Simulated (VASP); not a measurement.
# I (Cmce) in VASP: single point with PBE

Aim: the single point of I with PBE.

Everything below comes from runs of VASP 6.6.1. Logs are shortened: lines on timing, memory, paths and dates and some standing lists are left out, and cuts for length are marked.

### 1 The cell of the first run

Symmetry: Cmce, No. 64, orthorhombic system. Conventional cell: a = 9.100 Å, b = 4.617 Å, c = 9.822 Å, α = 90.00°, β = 90.00°, γ = 90.00°. I (site symmetry m) has 3 I at 2.81 to 3.41 Å within 3.7 Å.

### 2 Single point, PBE

INCAR

```
SYSTEM = I
ALGO = Normal
EDIFF = 1E-7
ENCUT = 520
GGA = PE
ISIF = 2
ISMEAR = 0
LASPH = .TRUE.
LCHARG = .TRUE.
LELF = .TRUE.
LREAL = .FALSE.
LVHAR = .TRUE.
LWAVE = .FALSE.
NBANDS = 22
NELM = 60
PREC = Accurate
SIGMA = 0.02
```

KPOINTS

```
k-points
0
G
  9 9 9
  0 0 0
```

POSCAR

```
I
1.0
    4.5499622116     -2.3084148084      0.0000000000
    4.5499622116      2.3084148084      0.0000000000
    0.0000000000      0.0000000000      9.8222824800
I
4
Direct
    0.8403981885      0.1596018115      0.8780087522
    0.3403981885      0.6596018115      0.6219912478
    0.1596018115      0.8403981885      0.1219912478
    0.6596018115      0.3403981885      0.3780087522
```

Potentials or basis: VASP PAW PBE potentials, release 64 (I).

Run with:

```bash
$ cat potpaw_PBE.64/I/POTCAR > POTCAR
$ mpirun -np 1 vasp_std > vasp.out
```

OUTCAR:

```text
SYSTEM = I
   EDIFF = 1E-7
   ENCUT = 520
   GGA = PE
   ISIF = 2
   ISMEAR = 0
   LASPH = .TRUE.
   LREAL = .FALSE.
   NELM = 60
   PREC = Accurate

 ion  position               nearest neighbor table
   1  0.840  0.160  0.878-   3 2.81   2 3.41   2 3.41
   2  0.340  0.660  0.622-   4 2.81   1 3.41   1 3.41
   3  0.160  0.840  0.122-   1 2.81   4 3.41   4 3.41
   4  0.660  0.340  0.378-   2 2.81   3 3.41   3 3.41

  LATTYP: Found a base centered orthorhombic cell.
 ALAT       =     4.6168296168
 B/A-ratio  =     1.9710331934
 C/A-ratio  =     2.1274951201

  Lattice vectors:

 A1 = (  -4.5499622116,  -2.3084148084,   0.0000000000)
 A2 = (   4.5499622116,  -2.3084148084,   0.0000000000)
 A3 = (   0.0000000000,   0.0000000000,   9.8222824800)

Analysis of symmetry for initial positions (statically):
=====================================================================
 Subroutine PRICEL returns:
 Original cell was already a primitive cell.

 Routine SETGRP: Setting up the symmetry group for a
 base centered orthorhombic supercell.

 Subroutine GETGRP returns: Found  8 space group operations
 (whereof  4 operations were pure point group operations)
 out of a pool of  8 trial point group operations.

The static configuration has the point symmetry C_2h.
 The point group associated with its full space group is D_2h.

Analysis of symmetry for dynamics (positions and initial velocities):
=====================================================================
 Subroutine PRICEL returns:
 Original cell was already a primitive cell.

 Routine SETGRP: Setting up the symmetry group for a
 base centered orthorhombic supercell.

 Subroutine GETGRP returns: Found  8 space group operations
 (whereof  4 operations were pure point group operations)
 out of a pool of  8 trial point group operations.

The dynamic configuration has the point symmetry C_2h.
 The point group associated with its full space group is D_2h.

 Subroutine INISYM returns: Found  8 space group operations
 (whereof  4 operations are pure point group operations),
 and found     1 'primitive' translations

----------------------------------------------------------------------------------------

                                     Primitive cell

  volume of cell :     206.3308

  direct lattice vectors                    reciprocal lattice vectors
     4.549962212 -2.308414808  0.000000000     0.109891023 -0.216598853  0.000000000
     4.549962212  2.308414808  0.000000000     0.109891023  0.216598853  0.000000000
     0.000000000  0.000000000  9.822282480     0.000000000  0.000000000  0.101809330

  length of vectors
     5.102052044  5.102052044  9.822282480     0.242880835  0.242880835  0.101809330

  position of ions in fractional coordinates (direct lattice)
     0.840398189  0.159601812  0.878008752
     0.340398188  0.659601811  0.621991248
     0.159601812  0.840398189  0.121991248
     0.659601811  0.340398188  0.378008752

  ion indices of the primitive-cell ions
   primitive index   ion index
                 1           1
                 2           2
                 3           3
                 4           4

----------------------------------------------------------------------------------------

 KPOINTS: k-points

Automatic generation of k-mesh.
 Grid dimensions read from file:
 generate k-points for:    9    9    9

 Generating k-lattice:

  Cartesian coordinates                     Fractional coordinates (reciprocal lattice)
     0.012210114 -0.024066539  0.000000000     0.111111111  0.000000000  0.000000000
     0.012210114  0.024066539  0.000000000     0.000000000  0.111111111  0.000000000
     0.000000000  0.000000000  0.011312148     0.000000000  0.000000000  0.111111111

  Length of vectors
     0.026986759  0.026986759  0.011312148

  Shift w.r.t. Gamma in fractional coordinates (k-lattice)
     0.000000000  0.000000000  0.000000000

 Subroutine IBZKPT returns following result:
 ===========================================

 Found    125 irreducible k-points:

 Following reciprocal coordinates:
            Coordinates               Weight
  0.000000  0.000000  0.000000      1.000000
  0.111111  0.000000  0.000000      4.000000
  0.222222 -0.000000  0.000000      4.000000
  0.333333  0.000000  0.000000      4.000000
  0.444444 -0.000000  0.000000      4.000000
  0.111111  0.111111  0.000000      2.000000
[... 16 lines left out ...]
 -0.333333  0.333333  0.000000      2.000000
  0.444444  0.444444  0.000000      2.000000
 [... further k-points ...]
   k-points           NKPTS =    125   k-points in BZ     NKDIM =    125   number of bands    NBANDS=     22
   number of dos      NEDOS =    301   number of ions     NIONS =      4
   total plane-waves  NPLWV = 128000
   dimension x,y,z NGX =    40 NGY =   40 NGZ =   80
   dimension x,y,z NGXF=    80 NGYF=   80 NGZF=  160
   ions per type =               4
   NGX,Y,Z   is equivalent  to a cutoff of  13.03, 13.03, 13.54 a.u.
   NGXF,Y,Z  is equivalent  to a cutoff of  26.07, 26.07, 27.08 a.u.
 SYSTEM =  I
   PREC   = accura    normal or accurate (medium, high low for compatibility)
   ISTART =      0    job   : 0-new  1-cont  2-samecut
   ICHARG =      2    charge: 1-file 2-atom 10-const
   ISPIN  =      1    spin polarized calculation?
   LNONCOLLINEAR =      F non collinear calculations
   LSORBIT =      F    spin-orbit coupling
   LASPH  =      T    aspherical Exc in radial PAW
   ENCUT  =  520.0 eV  38.22 Ry    6.18 a.u.   9.49  9.49 18.26*2*pi/ulx,y,z
   NELM   =     60;   NELMIN=  2; NELMDL= -5     # of ELM steps
   EDIFF  = 0.1E-06   stopping-criterion for ELM
   LREAL  =      F    real-space projection
   EDIFFG = 0.1E-05   stopping-criterion for IOM
   NSW    =      0    number of steps for IOM
   IBRION =     -1    ionic relax: 0-MD 1-quasi-New 2-CG
   NFREE  =      0    steps in history (QN), initial steepest desc. (CG)
   ISIF   =      2    stress and relaxation
   ISYM   =      2    0-nonsym 1-usesym 2-fastsym
   POTIM  = 0.5000    time-step for ionic-motion
   TEBEG  =    0.0;   TEEND  =   0.0 temperature during run
   PSTRESS=    0.0 pullay stress
   NELECT =      28.0000    total number of electrons
   NUPDOWN=      -1.0000    fix difference up-down
   EMIN   =  10.00;   EMAX   =-10.00  energy-range for DOS
   EFERMI =   0.00;   METHOD = LEGACY
   ISMEAR =     0;   SIGMA  =   0.02  broadening in eV -4-tet -1-fermi 0-gaus
   EFERMI_NEDOS =   21; number of points for ismear=-14 and -15
   IALGO  =     38    algorithm
   IMIX   =      4    mixing-type and parameters
     AMIX     =   0.40;   BMIX     =  1.00
     AMIX_MAG =   1.60;   BMIX_MAG =  1.00
  volume/ion in A,a.u.               =      51.58       348.10
  Fermi-wavevector in a.u.,A,eV,Ry     =   0.841278  1.589785  9.629503  0.707749
  Thomas-Fermi vector in A             =   1.955796
   LORBIT       =      0    0 simple, 1 ext, 2 COOP (PROOUT), +10 PAW based schemes
   GGA     = PE    functional components
   LHFCALC =     F    Hartree Fock is set to
   AEXX    =    0.0000 exact exchange contribution
   IVDW    =     0    specifies the selected vdW correction
   LEPSILON=     F    determine dielectric tensor
   LRPA    =     F    only Hartree local field effects (RPA)
 non-spin polarized calculation
 Gauss-broadening in eV      SIGMA  =   0.02
  energy-cutoff  :      520.00
  volume of cell :      206.33
 maximum number of plane-waves:      5609
 NGX is ok and might be reduce to    40
   NGX = 19   NGY = 19   NGZ = 37

 number of electron      28.0000002 magnetization

 Free energy of the ion-electron system (eV)
  ---------------------------------------------------
  ext. energy  EPLUGINS =         0.00000000
  ---------------------------------------------------
  free energy    TOTEN  =        -6.09340330 eV

  energy without entropy =       -6.09340330  energy(sigma->0) =       -6.09340330

 E-fermi :   1.0965     XC(G=0):  -7.0855

 val. band max:        1.0071625011   @ k =   0.0000   0.0000   0.0000
 cond. band min:       2.0351304170   @ k =  -0.4444   0.4444   0.0000
 fundamental gap:      1.0279679159
 Fermi energy:         1.0965104953

 k-point     1 :       0.0000    0.0000    0.0000
  band No.  band energies     occupation
      1     -12.2022      2.00000
      2     -11.5562      2.00000
      3     -10.6757      2.00000
      4      -9.5557      2.00000
      5      -3.2514      2.00000
      6      -1.9858      2.00000
[... 14 lines left out ...]
     21       8.4124      0.00000
     22       8.7052      0.00000

 k-point     2 :       0.1111    0.0000    0.0000
  band No.  band energies     occupation
      1     -12.1654      2.00000
      2     -11.5516      2.00000
      3     -10.6480      2.00000
      4      -9.6021      2.00000
      5      -3.2501      2.00000
      6      -2.1100      2.00000
[... 14 lines left out ...]
     21       8.4091      0.00000
     22       8.6881      0.00000

 k-point     3 :       0.2222   -0.0000    0.0000
  band No.  band energies     occupation
      1     -12.0621      2.00000
      2     -11.5468      2.00000
      3     -10.5690      2.00000
      4      -9.7310      2.00000
      5      -3.2741      2.00000
      6      -2.5077      2.00000
[... 14 lines left out ...]
     21       8.1124      0.00000
     22       8.5392      0.00000

 k-point     4 :       0.3333    0.0000    0.0000
  band No.  band energies     occupation
      1     -11.9143      2.00000
      2     -11.5654      2.00000
      3     -10.4477      2.00000
      4      -9.9133      2.00000
      5      -3.3462      2.00000
      6      -2.9601      2.00000
[... 14 lines left out ...]
     21       8.3314      0.00000
     22       8.8724      0.00000

 k-point     5 :       0.4444   -0.0000    0.0000
  band No.  band energies     occupation
      1     -11.7579      2.00000
      2     -11.6335      2.00000
      3     -10.2930      2.00000
      4     -10.1106      2.00000
      5      -3.3827      2.00000
      6      -3.2685      2.00000
[... 14 lines left out ...]
     21       9.2961      0.00000
     22       9.6977      0.00000

 k-point     6 :       0.1111    0.1111    0.0000
  band No.  band energies     occupation
      1     -12.1955      2.00000
      2     -11.5515      2.00000
      3     -10.6699      2.00000
      4      -9.5545      2.00000
      5      -3.2442      2.00000
      6      -1.9932      2.00000
[... 14 lines left out ...]
     21       8.2692      0.00000
     22       8.5964      0.00000

 k-point     7 :       0.2222    0.1111    0.0000
  band No.  band energies     occupation
      1     -12.1532      2.00000
      2     -11.5435      2.00000
      3     -10.6375      2.00000
      4      -9.6004      2.00000
      5      -3.2380      2.00000
      6      -2.1232      2.00000
[... 324 lines left out ...]
      6      -2.0328      2.00000
[... 14 lines left out ...]
     21       8.3620      0.00000
     22       8.4609      0.00000

 k-point    21 :       0.4444    0.3333    0.0000
  band No.  band energies     occupation
      1     -12.1177      2.00000
      2     -11.5197      2.00000
      3     -10.6067      2.00000
      4      -9.5956      2.00000
      5      -3.2011      2.00000
      6      -2.1593      2.00000
[... 14 lines left out ...]
     21       8.3578      0.00000
     22       8.4737      0.00000

 k-point    22 :      -0.4444    0.3333    0.0000
  band No.  band energies     occupation
      1     -12.0193      2.00000
      2     -11.5226      2.00000
      3     -10.5319      2.00000
      4      -9.7309      2.00000
      5      -3.2380      2.00000
      6      -2.5500      2.00000
[... 14 lines left out ...]
     21       8.4197      0.00000
     22       9.0973      0.00000

 k-point    23 :      -0.3333    0.3333    0.0000
  band No.  band energies     occupation
      1     -11.8844      2.00000
      2     -11.5554      2.00000
      3     -10.4207      2.00000
      4      -9.9201      2.00000
      5      -3.3235      2.00000
      6      -2.9890      2.00000
[... 14 lines left out ...]
     21       8.9247      0.00000
     22       9.2345      0.00000

 k-point    24 :       0.4444    0.4444    0.0000
  band No.  band energies     occupation
      1     -12.1461      2.00000
      2     -11.5170      2.00000
      3     -10.6269      2.00000
      4      -9.5455      2.00000
      5      -3.1896      2.00000
      6      -2.0464      2.00000
[... 14 lines left out ...]
     21       8.8070      0.00000
     22       8.8591      0.00000

 [... further k-points ...]
[... 5 lines left out ...]
  --------------------------------------------------------------------------------------
  -------------------------------------------------------------------------------------
  Total        0.0009943     -0.0359680     -0.0735123      0.0000000      0.0000000      0.0000000
  in kB        0.0077211     -0.2792950     -0.5708297      0.0000000      0.0000000      0.0000000
  external PRESSURE =      -0.2808012 kB  Pullay stress =       0.0000000 kB

 VOLUME and BASIS-vectors are now :
 -----------------------------------------------------------------------------
  energy-cutoff  :      520.00
  volume of cell :      206.33
      direct lattice vectors                 reciprocal lattice vectors
     4.549962212 -2.308414808  0.000000000     0.109891023 -0.216598853  0.000000000
     4.549962212  2.308414808  0.000000000     0.109891023  0.216598853  0.000000000
     0.000000000  0.000000000  9.822282480     0.000000000  0.000000000  0.101809330

 POSITION                                       TOTAL-FORCE (eV/Angst)
 -----------------------------------------------------------------------------------
      4.54996     -1.57156      8.62405         0.000000     -0.009668      0.013227
      4.54996      0.73685      6.10937         0.000000     -0.009668     -0.013227
      4.54996      1.57156      1.19823         0.000000      0.009668     -0.013227
      4.54996     -0.73685      3.71291         0.000000      0.009668      0.013227
 -----------------------------------------------------------------------------------
    total drift:                                0.000000      0.000000     -0.000000

  FREE ENERGIE OF THE ION-ELECTRON SYSTEM (eV)
  ---------------------------------------------------
  free  energy   TOTEN  =        -6.0934032995 eV

  energy  without entropy=       -6.0934032995  energy(sigma->0) =       -6.09340330
```

It took 16 min on 1 thread of Intel Xeon 8259CL, shared host; peak memory 0.63 GiB.

Results:

```
Free energy            : -6.0934 eV
Pressure               : 0.0 GPa
Largest force          : 0.016 eV/Å
Band gap on the k mesh : 1.03 eV (least direct gap 1.09 eV)
```

Forces in eV/Å, atoms in the order of the input:
```
I    0.000 -0.010  0.013
I    0.000 -0.010 -0.013
I    0.000  0.010 -0.013
I    0.000  0.010  0.013
```

Caveat: spin-orbit coupling is left out, which moves the levels of the heavy elements. A k mesh can miss the band edges.
